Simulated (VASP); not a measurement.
# AlCo (Pm-3m) in VASP: single point with PBEsol

Aim: the single point of AlCo with PBEsol.

Everything below comes from runs of VASP 6.6.1. Logs are shortened: lines on timing, memory, paths and dates and some standing lists are left out, and cuts for length are marked.

## (1) The cell of the first run

It takes space group Pm-3m (No. 221, cubic). The conventional cell has a = 2.822 Å, b = 2.822 Å, c = 2.822 Å, α = 90.00°, β = 90.00°, γ = 90.00°. Al (site symmetry m-3m) has 8 Co at 2.44 Å and 6 Al at 2.82 Å within 3.2 Å. Within 3.2 Å of Co (site symmetry m-3m) lie 8 Al at 2.44 Å and 6 Co at 2.82 Å.

## (2) Single point, PBEsol

File INCAR:

```
SYSTEM = AlCo
  PREC = Accurate
  ENCUT = 600
  EDIFF = 1E-6
  ISMEAR = 0
  SIGMA = 0.1
  LREAL = .False.
  LASPH = .True.
  NELM = 120
  ALGO = Normal
  ISIF = 2
  LWAVE = .False.
  LCHARG = .False.
  GGA = PS
  NBANDS = 13
  GGA_COMPAT = .False.
```

File KPOINTS:

```
regular mesh
0
Gamma
  6 6 6
  0 0 0
```

File POSCAR:

```
AlCo
1.0
    2.8224064874      0.0000000000      0.0000000000
    0.0000000000      2.8224064874      0.0000000000
    0.0000000000      0.0000000000      2.8224064874
Al Co
1 1
Direct
    0.0000000000      0.0000000000      0.0000000000
    0.5000000000      0.5000000000      0.5000000000
```

Potentials or basis: VASP PAW PBE potentials, release 64 (Al, Co).

Launch:

```bash
cat potpaw_PBE.64/Al/POTCAR potpaw_PBE.64/Co/POTCAR > POTCAR
mpirun -np 1 vasp_std > vasp.out
```

OUTCAR:

```text
SYSTEM = AlCo
   PREC = Accurate
   ENCUT = 600
   EDIFF = 1E-6
   ISMEAR = 0
   LREAL = .False.
   LASPH = .True.
   NELM = 120
   ISIF = 2
   GGA = PS

 ion  position               nearest neighbor table
   1  0.000  0.000  0.000-   2 2.44   2 2.44   2 2.44   2 2.44   2 2.44   2 2.44   2 2.44   2 2.44

   2  0.500  0.500  0.500-   1 2.44   1 2.44   1 2.44   1 2.44   1 2.44   1 2.44   1 2.44   1 2.44

  LATTYP: Found a simple cubic cell.
 ALAT       =     2.8224064874

  Lattice vectors:

 A1 = (   2.8224064874,   0.0000000000,   0.0000000000)
 A2 = (   0.0000000000,   2.8224064874,   0.0000000000)
 A3 = (   0.0000000000,   0.0000000000,   2.8224064874)

Analysis of symmetry for initial positions (statically):
=====================================================================
 Subroutine PRICEL returns:
 Original cell was already a primitive cell.

 Routine SETGRP: Setting up the symmetry group for a
 simple cubic supercell.

 Subroutine GETGRP returns: Found 48 space group operations
 (whereof 48 operations were pure point group operations)
 out of a pool of 48 trial point group operations.

The static configuration has the point symmetry O_h .

Analysis of symmetry for dynamics (positions and initial velocities):
=====================================================================
 Subroutine PRICEL returns:
 Original cell was already a primitive cell.

 Routine SETGRP: Setting up the symmetry group for a
 simple cubic supercell.

 Subroutine GETGRP returns: Found 48 space group operations
 (whereof 48 operations were pure point group operations)
 out of a pool of 48 trial point group operations.

The dynamic configuration has the point symmetry O_h .

 Subroutine INISYM returns: Found 48 space group operations
 (whereof 48 operations are pure point group operations),
 and found     1 'primitive' translations

----------------------------------------------------------------------------------------

                                     Primitive cell

  volume of cell :      22.4832

  direct lattice vectors                    reciprocal lattice vectors
     2.822406487  0.000000000  0.000000000     0.354307576  0.000000000  0.000000000
     0.000000000  2.822406487  0.000000000     0.000000000  0.354307576  0.000000000
     0.000000000  0.000000000  2.822406487     0.000000000  0.000000000  0.354307576

  length of vectors
[... 86 lines left out ...]
   TEBEG  =    0.0;   TEEND  =   0.0 temperature during run
   PSTRESS=    0.0 pullay stress
   NELECT =      12.0000    total number of electrons
   NUPDOWN=      -1.0000    fix difference up-down
   EMIN   =  10.00;   EMAX   =-10.00  energy-range for DOS
   EFERMI =   0.00;   METHOD = LEGACY
   ISMEAR =     0;   SIGMA  =   0.10  broadening in eV -4-tet -1-fermi 0-gaus
   EFERMI_NEDOS =   21; number of points for ismear=-14 and -15
   IALGO  =     38    algorithm
   IMIX   =      4    mixing-type and parameters
     AMIX     =   0.40;   BMIX     =  1.00
     AMIX_MAG =   1.60;   BMIX_MAG =  1.00
  volume/ion in A,a.u.               =      11.24        75.86
  Fermi-wavevector in a.u.,A,eV,Ry     =   1.327952  2.509465 23.993280  1.763456
  Thomas-Fermi vector in A             =   2.457226
   LORBIT       =      0    0 simple, 1 ext, 2 COOP (PROOUT), +10 PAW based schemes
   GGA     = PS    functional components
   LHFCALC =     F    Hartree Fock is set to
   AEXX    =    0.0000 exact exchange contribution
   IVDW    =     0    specifies the selected vdW correction
   LEPSILON=     F    determine dielectric tensor
   LRPA    =     F    only Hartree local field effects (RPA)
 non-spin polarized calculation
 Gauss-broadening in eV      SIGMA  =   0.10
  energy-cutoff  :      600.00
  volume of cell :       22.48
 maximum number of plane-waves:       768
 NGX is ok and might be reduce to    24
   NGX = 11   NGY = 11   NGZ = 11

 number of electron      11.9999996 magnetization

 Free energy of the ion-electron system (eV)
  ---------------------------------------------------
  ext. energy  EPLUGINS =         0.00000000
  ---------------------------------------------------
  free energy    TOTEN  =       -13.07899678 eV

  energy without entropy =      -13.07315540  energy(sigma->0) =      -13.07607609

 E-fermi :  10.9047     XC(G=0): -12.5267

 val. band max:       10.8763554530   @ k =   0.5000   0.3333   0.0000
 cond. band min:      11.0197660593   @ k =   0.5000   0.3333   0.1667
 fundamental gap:      0.1434106063
 Fermi energy:        10.9046914732

 k-point     1 :       0.0000    0.0000    0.0000
  band No.  band energies     occupation
      1      -0.4257      2.00000
      2       7.7427      2.00000
      3       7.7427      2.00000
      4      10.0112      2.00000
      5      10.0112      2.00000
      6      10.0112      2.00000
      7      16.9522      0.00000
      8      16.9522      0.00000
      9      16.9522      0.00000
     10      19.7222      0.00000
     11      19.7222      0.00000
     12      26.5535      0.00000
     13      32.7973      0.00000
[... 290 lines left out ...]
  band No.  band energies     occupation
      1       6.7891      2.00000
      2       6.7891      2.00000
      3       6.7891      2.00000
      4      10.6432      1.99978
      5      10.6432      1.99978
      6      13.2077      0.00000
      7      13.2077      0.00000
      8      13.2077      0.00000
      9      15.2576      0.00000
     10      16.3804      0.00000
     11      16.3804      0.00000
     12      16.3804      0.00000
     13      20.2877      0.00000

------------------------ aborting loop because EDIFF is reached ----------------------------------------

  FORCE on cell =-STRESS in cart. coord.  units (eV):
  Direction    XX          YY          ZZ          XY          YZ          ZX
  --------------------------------------------------------------------------------------
  -------------------------------------------------------------------------------------
  Total        0.0545175      0.0545175      0.0545175      0.0000000      0.0000000     -0.0000000
  in kB        3.8849725      3.8849725      3.8849725      0.0000000      0.0000000     -0.0000000
  external PRESSURE =       3.8849725 kB  Pullay stress =       0.0000000 kB

 VOLUME and BASIS-vectors are now :
 -----------------------------------------------------------------------------
  energy-cutoff  :      600.00
  volume of cell :       22.48
      direct lattice vectors                 reciprocal lattice vectors
     2.822406487  0.000000000  0.000000000     0.354307576  0.000000000  0.000000000
     0.000000000  2.822406487  0.000000000     0.000000000  0.354307576  0.000000000
     0.000000000  0.000000000  2.822406487     0.000000000  0.000000000  0.354307576

 POSITION                                       TOTAL-FORCE (eV/Angst)
 -----------------------------------------------------------------------------------
      0.00000      0.00000      0.00000         0.000000      0.000000      0.000000
      1.41120      1.41120      1.41120         0.000000      0.000000      0.000000
 -----------------------------------------------------------------------------------
    total drift:                                0.000000     -0.000000     -0.000000

  FREE ENERGIE OF THE ION-ELECTRON SYSTEM (eV)
  ---------------------------------------------------
  free  energy   TOTEN  =       -13.0789967765 eV

  energy  without entropy=      -13.0731554038  energy(sigma->0) =      -13.07607609
```

OSZICAR:

```text
N       E                     dE             d eps       ncg     rms          rms(c)
DAV:   1     0.372349989708E+02    0.37235E+02   -0.57481E+03   528   0.111E+03
DAV:   2    -0.133491040606E+02   -0.50584E+02   -0.46389E+02   540   0.179E+02
DAV:   3    -0.149539948599E+02   -0.16049E+01   -0.15922E+01   630   0.364E+01
DAV:   4    -0.149810398220E+02   -0.27045E-01   -0.27036E-01   634   0.431E+00
DAV:   5    -0.149819389349E+02   -0.89911E-03   -0.89909E-03   646   0.821E-01    0.136E+01
DAV:   6    -0.179521475554E+02   -0.29702E+01   -0.65418E+01   590   0.104E+02    0.183E+01
DAV:   7    -0.131226217385E+02    0.48295E+01   -0.30398E+01   600   0.663E+01    0.178E+00
DAV:   8    -0.130941161460E+02    0.28506E-01   -0.18642E-01   596   0.325E+00    0.116E+00
DAV:   9    -0.130793830351E+02    0.14733E-01   -0.25343E-02   696   0.192E+00    0.305E-01
DAV:  10    -0.130790168679E+02    0.36617E-03   -0.41790E-04   586   0.173E-01    0.147E-01
DAV:  11    -0.130789989291E+02    0.17939E-04   -0.73589E-05   720   0.112E-01    0.170E-02
DAV:  12    -0.130789968258E+02    0.21034E-05   -0.12200E-05   580   0.440E-02    0.389E-03
DAV:  13    -0.130789967765E+02    0.49225E-07   -0.19290E-07   335   0.438E-03
   1 F= -.13078997E+02 E0= -.13076076E+02  d E =-.584137E-02
```

Wall time 3.1 s (1 thread of Intel Xeon 6975P-C (Granite Rapids), shared host); peak memory 0.13 GiB.

Results:

```
Free energy            : -13.0790 eV
Pressure               : 0.4 GPa
Band gap on the k mesh : zero (bands 6 and 7 overlap by 2.60 eV)
```

Caveat: the k points lie up to 0.37 Å⁻¹ apart, too coarse for converged energies and pressures of a metal; the PAW data sets were made with another functional, which shifts forces and pressure a little; the run has no spin polarisation, though such a crystal can be magnetic.

The gap in the log of VASP goes by the Fermi energy; the results here count the filled bands.